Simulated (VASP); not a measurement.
# InPd (Pm-3m) in VASP: single point with PBEsol

Aim: the single point of InPd with PBEsol.

Program: VASP 6.6.1. These are calculated values, not measurements. Logs are shortened: lines on timing, memory, paths and dates and some standing lists are left out, and cuts for length are marked.

## (1) The cell of the first run

Symmetry: Pm-3m, No. 221, cubic system. The conventional cell has a = 3.272 Å, b = 3.272 Å, c = 3.272 Å, α = 90.00°, β = 90.00°, γ = 90.00°. In (site symmetry m-3m) has 8 Pd at 2.83 Å and 6 In at 3.27 Å within 3.7 Å. Pd (site symmetry m-3m) has 8 In at 2.83 Å and 6 Pd at 3.27 Å within 3.7 Å.

## (2) Single point, PBEsol, collinear spin, ferromagnetic start

INCAR

```
PREC = Accurate
ENCUT = 520
EDIFF = 1E-7
ISMEAR = -1
SIGMA = 0.1
LREAL = F
LASPH = T
NELM = 150
ALGO = Normal
ISIF = 2
LWAVE = F
LCHARG = F
ISPIN = 2
MAGMOM = 2 1
LORBIT = 11
LMAXMIX = 4
GGA = PS
NBANDS = 22
```

KPOINTS

```
regular mesh
0
Gamma
  7 7 7
```

POSCAR

```
InPd
1.0
    3.2718850000      0.0000000000      0.0000000000
    0.0000000000      3.2718850000      0.0000000000
    0.0000000000      0.0000000000      3.2718850000
In Pd
1 1
Direct
    0.0000000000      0.0000000000      0.0000000000
    0.5000000000      0.5000000000      0.5000000000
```

Potentials or basis: VASP PAW PBE potentials, release 64 (In_d, Pd).

The run is started by

```bash
cat potpaw_PBE.64/In_d/POTCAR potpaw_PBE.64/Pd/POTCAR > POTCAR
mpirun -np 1 vasp_std > vasp.out
```

OUTCAR:

```text
PREC = Accurate
   ENCUT = 520
   EDIFF = 1E-7
   ISMEAR = -1
   LREAL = F
   LASPH = T
   NELM = 150
   ISIF = 2
   ISPIN = 2
   LORBIT = 11
   GGA = PS

 ion  position               nearest neighbor table
   1  0.000  0.000  0.000-   2 2.83   2 2.83   2 2.83   2 2.83   2 2.83   2 2.83   2 2.83   2 2.83

   2  0.500  0.500  0.500-   1 2.83   1 2.83   1 2.83   1 2.83   1 2.83   1 2.83   1 2.83   1 2.83

  LATTYP: Found a simple cubic cell.
 ALAT       =     3.2718850000

  Lattice vectors:

 A1 = (   3.2718850000,   0.0000000000,   0.0000000000)
 A2 = (   0.0000000000,   3.2718850000,   0.0000000000)
 A3 = (   0.0000000000,   0.0000000000,   3.2718850000)

Analysis of symmetry for initial positions (statically):
=====================================================================
 Subroutine PRICEL returns:
 Original cell was already a primitive cell.

 Routine SETGRP: Setting up the symmetry group for a
 simple cubic supercell.

 Subroutine GETGRP returns: Found 48 space group operations
 (whereof 48 operations were pure point group operations)
 out of a pool of 48 trial point group operations.

The static configuration has the point symmetry O_h .

Analysis of symmetry for dynamics (positions and initial velocities):
=====================================================================
 Subroutine PRICEL returns:
 Original cell was already a primitive cell.

 Routine SETGRP: Setting up the symmetry group for a
 simple cubic supercell.

 Subroutine GETGRP returns: Found 48 space group operations
 (whereof 48 operations were pure point group operations)
 out of a pool of 48 trial point group operations.

The dynamic configuration has the point symmetry O_h .

Analysis of structural, dynamic, and magnetic symmetry:
=====================================================================
 Subroutine PRICEL returns:
 Original cell was already a primitive cell.

 Routine SETGRP: Setting up the symmetry group for a
 simple cubic supercell.

 Subroutine GETGRP returns: Found 48 space group operations
 (whereof 48 operations were pure point group operations)
 out of a pool of 48 trial point group operations.

The overall configuration has the point symmetry O_h .

 Subroutine INISYM returns: Found 48 space group operations
 (whereof 48 operations are pure point group operations),
 and found     1 'primitive' translations

----------------------------------------------------------------------------------------

                                     Primitive cell

  volume of cell :      35.0263

  direct lattice vectors                    reciprocal lattice vectors
     3.271885000  0.000000000  0.000000000     0.305634214  0.000000000  0.000000000
     0.000000000  3.271885000  0.000000000     0.000000000  0.305634214  0.000000000
     0.000000000  0.000000000  3.271885000     0.000000000  0.000000000  0.305634214

  length of vectors
     3.271885000  3.271885000  3.271885000     0.305634214  0.305634214  0.305634214

  position of ions in fractional coordinates (direct lattice)
     0.000000000  0.000000000  0.000000000
     0.500000000  0.500000000  0.500000000

  ion indices of the primitive-cell ions
   primitive index   ion index
                 1           1
                 2           2

----------------------------------------------------------------------------------------

 KPOINTS: regular mesh

Automatic generation of k-mesh.
 Grid dimensions read from file:
 generate k-points for:    7    7    7

 Generating k-lattice:

  Cartesian coordinates                     Fractional coordinates (reciprocal lattice)
     0.043662031  0.000000000  0.000000000     0.142857143  0.000000000  0.000000000
     0.000000000  0.043662031  0.000000000     0.000000000  0.142857143  0.000000000
     0.000000000  0.000000000  0.043662031     0.000000000  0.000000000  0.142857143

  Length of vectors
     0.043662031  0.043662031  0.043662031

  Shift w.r.t. Gamma in fractional coordinates (k-lattice)
     0.000000000  0.000000000  0.000000000

 Subroutine IBZKPT returns following result:
 ===========================================

 Found     20 irreducible k-points:

 Following reciprocal coordinates:
            Coordinates               Weight
  0.000000  0.000000  0.000000      1.000000
  0.142857  0.000000  0.000000      6.000000
  0.285714  0.000000  0.000000      6.000000
  0.428571  0.000000  0.000000      6.000000
  0.142857  0.142857  0.000000     12.000000
  0.285714  0.142857  0.000000     24.000000
[... 12 lines left out ...]
  0.428571  0.428571  0.285714     24.000000
  0.428571  0.428571  0.428571      8.000000
   k-points           NKPTS =     20   k-points in BZ     NKDIM =     20   number of bands    NBANDS=     22
   number of dos      NEDOS =    301   number of ions     NIONS =      2
   total plane-waves  NPLWV =  13824
   dimension x,y,z NGX =    24 NGY =   24 NGZ =   24
   dimension x,y,z NGXF=    48 NGYF=   48 NGZF=   48
   ions per type =               1   1
   NGX,Y,Z   is equivalent  to a cutoff of  12.19, 12.19, 12.19 a.u.
   NGXF,Y,Z  is equivalent  to a cutoff of  24.39, 24.39, 24.39 a.u.
 SYSTEM =  unknown system
   PREC   = accura    normal or accurate (medium, high low for compatibility)
   ISTART =      0    job   : 0-new  1-cont  2-samecut
   ICHARG =      2    charge: 1-file 2-atom 10-const
   ISPIN  =      2    spin polarized calculation?
   LNONCOLLINEAR =      F non collinear calculations
   LSORBIT =      F    spin-orbit coupling
   LASPH  =      T    aspherical Exc in radial PAW
   ENCUT  =  520.0 eV  38.22 Ry    6.18 a.u.   6.08  6.08  6.08*2*pi/ulx,y,z
   NELM   =    150;   NELMIN=  2; NELMDL= -5     # of ELM steps
   EDIFF  = 0.1E-06   stopping-criterion for ELM
   LREAL  =      F    real-space projection
   EDIFFG = 0.1E-05   stopping-criterion for IOM
   NSW    =      0    number of steps for IOM
   IBRION =     -1    ionic relax: 0-MD 1-quasi-New 2-CG
   NFREE  =      0    steps in history (QN), initial steepest desc. (CG)
   ISIF   =      2    stress and relaxation
   ISYM   =      2    0-nonsym 1-usesym 2-fastsym
   POTIM  = 0.5000    time-step for ionic-motion
   TEBEG  =    0.0;   TEEND  =   0.0 temperature during run
   PSTRESS=    0.0 pullay stress
   NELECT =      23.0000    total number of electrons
   NUPDOWN=      -1.0000    fix difference up-down
   EMIN   =  10.00;   EMAX   =-10.00  energy-range for DOS
   EFERMI =   0.00;   METHOD = LEGACY
   ISMEAR =    -1;   SIGMA  =   0.10  broadening in eV -4-tet -1-fermi 0-gaus
   EFERMI_NEDOS =   21; number of points for ismear=-14 and -15
   IALGO  =     38    algorithm
   IMIX   =      4    mixing-type and parameters
     AMIX     =   0.40;   BMIX     =  1.00
     AMIX_MAG =   1.60;   BMIX_MAG =  1.00
  volume/ion in A,a.u.               =      17.51       118.18
  Fermi-wavevector in a.u.,A,eV,Ry     =   1.422938  2.688964 27.548444  2.024753
  Thomas-Fermi vector in A             =   2.543589
   LORBIT       =     11    0 simple, 1 ext, 2 COOP (PROOUT), +10 PAW based schemes
   GGA     = PS    functional components
   LHFCALC =     F    Hartree Fock is set to
   AEXX    =    0.0000 exact exchange contribution
   IVDW    =     0    specifies the selected vdW correction
   LEPSILON=     F    determine dielectric tensor
   LRPA    =     F    only Hartree local field effects (RPA)
 spin polarized calculation
  energy-cutoff  :      520.00
  volume of cell :       35.03
 maximum number of plane-waves:       956
   NGX = 13   NGY = 13   NGZ = 13

 number of electron      22.9999997 magnetization       0.0000207

 number of electron      22.9999997 magnetization      -0.0000240

 Free energy of the ion-electron system (eV)
  ---------------------------------------------------
  ext. energy  EPLUGINS =         0.00000000
  ---------------------------------------------------
  free energy    TOTEN  =       -10.01954317 eV

  energy without entropy =      -10.00021394  energy(sigma->0) =      -10.00987856

 E-fermi :  10.4471     XC(G=0): -12.4030

 val. band max:       10.2511545856   @ k =   0.2857   0.0000   0.0000
 cond. band min:      10.4787621620   @ k =   0.4286   0.4286   0.4286
 fundamental gap:      0.2276075764
 Fermi energy:        10.4471133629

 spin component 1

 k-point     1 :       0.0000    0.0000    0.0000
  band No.  band energies     occupation
      1      -4.5373      1.00000
      2      -4.5373      1.00000
      3      -4.1232      1.00000
      4      -4.1232      1.00000
      5      -4.1232      1.00000
      6       0.2070      1.00000
[... 14 lines left out ...]
     21      31.0850      0.00000
     22      31.0850      0.00000
[... 451 lines left out ...]
 k-point    20 :       0.4286    0.4286    0.4286
  band No.  band energies     occupation
      1      -4.3999      1.00000
      2      -4.3865      1.00000
      3      -4.3865      1.00000
      4      -3.9400      1.00000
      5      -3.9400      1.00000
      6       5.1542      1.00000
[... 14 lines left out ...]
     21      33.8099      0.00000
     22      35.1042      0.00000
 Fermi energy:        10.4471133629

 spin component 2

 k-point     1 :       0.0000    0.0000    0.0000
  band No.  band energies     occupation
      1      -4.5374      1.00000
      2      -4.5374      1.00000
      3      -4.1233      1.00000
      4      -4.1233      1.00000
      5      -4.1233      1.00000
      6       0.2070      1.00000
[... 14 lines left out ...]
     21      31.0850      0.00000
     22      31.0850      0.00000
[... 452 lines left out ...]
  band No.  band energies     occupation
      1      -4.4000      1.00000
      2      -4.3866      1.00000
      3      -4.3866      1.00000
      4      -3.9401      1.00000
      5      -3.9401      1.00000
      6       5.1542      1.00000
[... 14 lines left out ...]
     21      33.8099      0.00000
     22      35.1128      0.00000

------------------------ aborting loop because EDIFF is reached ----------------------------------------

  FORCE on cell =-STRESS in cart. coord.  units (eV):
  Direction    XX          YY          ZZ          XY          YZ          ZX
  --------------------------------------------------------------------------------------
  -------------------------------------------------------------------------------------
  Total       -0.5852853     -0.5852853     -0.5852853      0.0000000      0.0000000      0.0000000
  in kB      -26.7722019    -26.7722019    -26.7722019      0.0000000      0.0000000      0.0000000
  external PRESSURE =     -26.7722019 kB  Pullay stress =       0.0000000 kB

 VOLUME and BASIS-vectors are now :
 -----------------------------------------------------------------------------
  energy-cutoff  :      520.00
  volume of cell :       35.03
      direct lattice vectors                 reciprocal lattice vectors
     3.271885000  0.000000000  0.000000000     0.305634214  0.000000000  0.000000000
     0.000000000  3.271885000  0.000000000     0.000000000  0.305634214  0.000000000
     0.000000000  0.000000000  3.271885000     0.000000000  0.000000000  0.305634214

 POSITION                                       TOTAL-FORCE (eV/Angst)
 -----------------------------------------------------------------------------------
      0.00000      0.00000      0.00000         0.000000      0.000000      0.000000
      1.63594      1.63594      1.63594         0.000000      0.000000      0.000000
 -----------------------------------------------------------------------------------
    total drift:                                0.000000      0.000000     -0.000000

  FREE ENERGIE OF THE ION-ELECTRON SYSTEM (eV)
  ---------------------------------------------------
  free  energy   TOTEN  =       -10.0195431692 eV

  energy  without entropy=      -10.0002139439  energy(sigma->0) =      -10.00987856

 total charge

# of ion       s       p       d       tot
------------------------------------------
    1        0.810   0.737   9.901  11.448
    2        0.416   0.420   8.641   9.476
--------------------------------------------------
tot          1.226   1.156  18.542  20.924

 magnetization (x)

# of ion       s       p       d       tot
------------------------------------------
    1        0.000   0.000  -0.000   0.000
    2       -0.000  -0.000  -0.000  -0.000
--------------------------------------------------
tot         -0.000  -0.000  -0.000  -0.000
```

It used 19 s of CPU time on 1 thread of Intel(R) Xeon(R) Platinum 8259CL CPU @ 2.50GHz (Skylake/Cascade Lake) (shared host).

What came out:

* Free energy: -10.0195 eV
* Pressure: -2.7 GPa
* Net moment: 0.00 μB per cell
* Valence electrons inside the program's atomic spheres: In 11.45; Pd 9.48

Levels at points of the mesh, in eV from the Fermi level:
Spin up:
| k point | band 9 | band 10 | band 11 | band 12 | band 13 | band 14 |
| --- | --- | --- | --- | --- | --- | --- |
| (0.00, 0.00, 0.00) | -2.40 | -2.40 | -2.40 | 4.04 | 4.04 | 4.04 |
Spin down:
```csv
k point,band 8,band 9,band 10,band 11,band 12,band 13,band 14,band 15
"(0.00, 0.00, 0.00)",-3.95,-2.40,-2.40,-2.40,4.04,4.04,4.04,9.24
```

Caveat: the PAW data sets were made with another functional, which shifts forces and pressure a little; spin-orbit coupling is left out, which moves the levels of the heavy elements.
